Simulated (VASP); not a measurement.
Input of a VASP 6.6.1 run:

Contents of POSCAR:

```
N
1.0
    0.0000000000      1.5549046666      1.5549046666
    1.5549046666      0.0000000000      1.5549046666
    1.5549046666      1.5549046666      0.0000000000
N
1
Direct
    0.0000000000      0.0000000000      0.0000000000
```

The input INCAR.step1:

```
PREC = Accurate
ENCUT = 520
ISMEAR = 0
SIGMA = 0.1
LREAL = F
LASPH = T
NELM = 60
NBANDS = 8
GGA = PE
ALGO = Normal
EDIFF = 1E-4
LWAVE = T
LCHARG = F
```

File INCAR.step2:

```
PREC = Accurate
ENCUT = 520
EDIFF = 1E-7
ISMEAR = 0
SIGMA = 0.1
LREAL = F
LASPH = T
NELM = 60
ALGO = Normal
ISIF = 2
LWAVE = F
LCHARG = T
METAGGA = R2SCAN
LMIXTAU = T
LELF = T
LVHAR = T
NBANDS = 8
ISTART = 1
```

Contents of KPOINTS:

```
regular mesh
0
Gamma
  30 30 30
```

Potentials or basis: VASP PAW PBE potentials, release 64 (N).

Run with:

```sh
$ cat potpaw_PBE.64/N/POTCAR > POTCAR
$ cp INCAR.step1 INCAR
$ mpirun -np 1 vasp_std > vasp.out
$ cp INCAR.step2 INCAR
$ mpirun -np 1 vasp_std > vasp.out
```

Estimate the pressure.

-0.1 GPa.

What does it give for the band gap on the k mesh?

Zero (an odd number of electrons rules out a gap without spin polarisation).

Caveat: the PAW data sets were made with another functional, which shifts forces and pressure a little; an odd number of electrons without spin polarisation forces a metal; a magnetic or distorted state may lie lower.
